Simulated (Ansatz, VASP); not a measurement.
## Two plane-wave programs on In2CuO4

```
CELL_PARAMETERS angstrom
-1.97850 1.97850 6.04000
1.97850 -1.97850 6.04000
1.97850 1.97850 -6.04000
ATOMIC_POSITIONS crystal
In 0.35290 0.35290 0.00000
In 0.64710 0.64710 0.00000
Cu 0.00000 0.00000 0.00000
O 0.50000 0.00000 0.50000
O 0.00000 0.50000 0.50000
O 0.75000 0.25000 0.50000
O 0.25000 0.75000 0.50000
```

Alike in both runs: task single point; functional PBE; k mesh 7 × 7 × 7; occupations gaussian, width 0.05 eV; collinear spin; Hubbard terms Cu d U = 8.0 eV.

|  | VASP | Ansatz |
| --- | --- | --- |
| version | VASP 6.6.1 | Ansatz 0.2.0 |
| potentials or method | VASP PAW PBE potentials, release 64 (In_d, Cu, O), cutoff 520 eV | scalar-relativistic, plane waves, PAW |
| valence electrons in the cell | 61 | 69 |

```tsv
	VASP	Ansatz	Ansatz less VASP
gap on the k mesh at the Fermi level (eV)	none	none	-
pressure (GPa)	-14.0	-13.1	+0.92
traceless stress, the component that is largest in VASP (GPa)	-1.39	-2.20	-0.815
rms of the force components (eV/Å)	0.453	0.464	+0.0107
net moment per atom (μB)	0.14	0.05	-0.095
size of the moment on the site where the two differ most (μB)	0.80	0.24	-0.566
```

Site moments also hang on the region over which each program counts them. The programs project onto different local orbitals, so the same U acts differently, and such runs can settle in different states. Atom by atom the forces differ by 0.011 eV/Å (rms over components). A gap of «none» marks a metal or a gap that the smearing closes. VASP's potentials hold 61 valence electrons a cell and Ansatz's 69, so a difference there can come from the potentials and not from the codes. Ansatz's warnings: filled band counts differ across k points, specified occupation not kept, symmetry narrowed by occupation matrices.
